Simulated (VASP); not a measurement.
Set up this calculation in VASP 6.6.1, as the native input.

```yaml
Task: single point
Functional: PBEsol
Potentials_or_basis: VASP PAW PBE potentials, release 64 (C)
Cutoff: 520 eV
k_mesh: 14 × 14 × 8
Occupations: methfessel-paxton, width 0.1 eV
Spin: no spin polarisation
Dipole_correction: no
Further_INCAR_settings: ALGO = Normal; EDIFF = 1e-06; NBANDS = 11
```

The structure of C lies in POSCAR:

```
C
1.0
    2.1273200000     -1.2282820000      0.0000000000
    2.1273200000      1.2282820000      0.0000000000
   -1.3790700000      0.0000000000      3.5028300000
C
2
Direct
    0.8333560000      0.8333560000      0.0000930000
    0.1666440000      0.1666440000      0.9999070000
```

These files were run (other wordings do the same):

INCAR

```
PREC     = Accurate       # precision mode
ENCUT    = 520            # plane-wave cutoff, eV
EDIFF    = 1E-6           # SCF threshold, eV
ISMEAR   = 1              # smearing method
SIGMA    = 0.1            # smearing width, eV
LREAL    = F              # projectors in reciprocal space
LASPH    = T              # aspherical terms in the spheres
NELM     = 80             # most SCF steps
ALGO     = Normal         # electronic algorithm
ISIF     = 2              # what is computed and relaxed
LWAVE    = F              # write WAVECAR
LCHARG   = F              # write CHGCAR
GGA      = PS             # functional
NBANDS   = 11             # bands
```

KPOINTS

```
Automatic mesh
0
Gamma
  14 14 8
```

Potentials or basis: VASP PAW PBE potentials, release 64 (C).

The run is started by

```sh
$ cat potpaw_PBE.64/C/POTCAR > POTCAR
$ mpirun -np 1 vasp_std > vasp.out
```

Results of the run:

| Item | Value |
| --- | --- |
| Pressure | 1.5 GPa |
| Largest force | 0.005 eV/Å |
| Band gap on the k mesh | 0.78 eV, indirect (least direct gap 0.80 eV) |

Caveat: the PAW data sets were made with another functional, which shifts forces and pressure a little; this functional lacks dispersion, which binds the layers, so the pressure and a relaxed spacing across them are unreliable.

Wall time 38 s on 1 thread of Intel(R) Xeon(R) Platinum 8375C CPU @ 2.90GHz (Ice Lake), with other jobs on the host, peak memory 0.17 GiB.
